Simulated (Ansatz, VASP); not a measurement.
# BiTe, level by level in two programs

```
Bi Te
1.0
     0.00000    3.23500    3.23500
     3.23500    0.00000    3.23500
     3.23500    3.23500    0.00000
Bi Te
1 1
Direct
  0.00000 0.00000 0.00000
  0.50000 0.50000 0.50000
```

Single points on this cell with VASP 6.6.1 and Ansatz 0.2.0. Each row is one pair of runs. Alike in all rows: spin: off; k mesh: 7 × 7 × 7; VASP's potentials, cutoff: VASP PAW PBE potentials, release 64 (Bi_d, Te), 520 eV; Ansatz's potentials, cutoff: Ansatz PAW, 420 eV.

| level | smearing | gap on the k mesh at the Fermi level (eV), VASP | gap on the k mesh at the Fermi level (eV), Ansatz | pressure (GPa), VASP | pressure (GPa), Ansatz |
| --- | --- | --- | --- | --- | --- |
| PBE | gaussian, width 0.012 eV | none | none | 1.0 | 1.0 |
| PBE | gaussian, width 0.013 eV | none | none | 1.0 | 1.0 |
| PBE | gaussian, width 0.014 eV | none | none | 1.0 | 1.0 |
| PBE | gaussian, width 0.015 eV | none | none | 1.0 | 1.0 |
| PBE | gaussian, width 0.016 eV | none | none | 1.0 | 1.0 |
| PBE | gaussian, width 0.02 eV | none | none | 0.9 | 1.0 |
| PBE | gaussian, width 0.021 eV | none | none | 0.9 | 1.0 |
| PBE | gaussian, width 0.022 eV | none | none | 0.9 | 1.0 |

Pressure (GPa): the two programs differ by at most 0.06.

VASP's potentials hold 21 valence electrons a cell and Ansatz's 31, so a difference there can come from the potentials and not from the codes.

A gap of «none» marks a metal or a gap that the smearing closes.

Spin-orbit coupling is off throughout.
